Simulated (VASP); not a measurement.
V, 2 atoms in the cell. Symmetry: I4_1/amd, No. 141, tetragonal system. The conventional cell has a = 3.923 Å, b = 3.923 Å, c = 2.158 Å, α = 90.00°, β = 90.00°, γ = 90.00°. V (site symmetry -4m2) has 10 V at 2.03 to 2.54 Å within 2.7 Å. 

* Program: VASP 6.6.1
* Task: relaxation of cell and atoms
* Functional: PBE
* Potentials or basis: VASP PAW PBE potentials, release 64 (V_sv)
* Cutoff: 600 eV
* k mesh: 20 × 20 × 20
* Occupations: fermi-dirac, width 0.05 eV
* Spin: no spin polarisation
* Target pressure: 220 GPa
* Dipole correction: no
* Further INCAR settings: ALGO = Normal; EDIFF = 1e-06; IBRION = 2; EDIFFG = -0.005; NSW = 60; ISIF = 3

Potentials or basis: VASP PAW PBE potentials, release 64 (V_sv).

The run is started by

```sh
$ cat potpaw_PBE.64/V_sv/POTCAR > POTCAR
$ mpirun -np 1 vasp_std > vasp.out
```

Hardware: 1 thread of Oxide Virtual Turin-like Processor, with other jobs on the host.

How long does it take, and how much memory?

Wall time 31 min on 1 thread of Oxide Virtual Turin-like Processor, on a shared host, peak memory 0.28 GiB. Counts: scf iterations 93, k points 641, ion steps 17.
